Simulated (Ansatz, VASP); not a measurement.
LiCl in VASP and in Ansatz

```
CELL_PARAMETERS angstrom
0.00000 2.57541 2.57541
2.57541 0.00000 2.57541
2.57541 2.57541 0.00000
ATOMIC_POSITIONS crystal
Li 0.50000 0.50000 0.50000
Cl 0.00000 0.00000 0.00000
```

Alike in both runs: task relaxation of cell and atoms; functional PBE; k mesh 8 × 8 × 8; occupations gaussian, width 0.02 eV; no spin polarisation.

|  | VASP | Ansatz |
| --- | --- | --- |
| version | VASP 6.6.1 | Ansatz 0.2.0 |
| potentials or method | VASP PAW PBE potentials, release 64 (Li_sv, Cl), cutoff 600 eV | scalar-relativistic, plane waves, PAW |
| valence electrons in the cell | 10 | 10 |

Ansatz gave:

| Quantity | Value |
| --- | --- |
| gap on the k mesh at the Fermi level, each at its own relaxed structure (eV) | 6.26 |
| relaxed volume (Å³/atom) | 17.08 |
| relaxed cell length with the largest relative difference (Å) | 3.642 |

Task: Estimate VASP's values.

Result: gap on the k mesh at the Fermi level, each at its own relaxed structure (eV): 6.27; relaxed volume (Å³/atom): 17.08; relaxed cell length with the largest relative difference (Å): 3.642.

Noted on VASP's run: the cutoff is short for stress, so the pressure is rough; the relaxation stopped at its first step, so nothing moved.
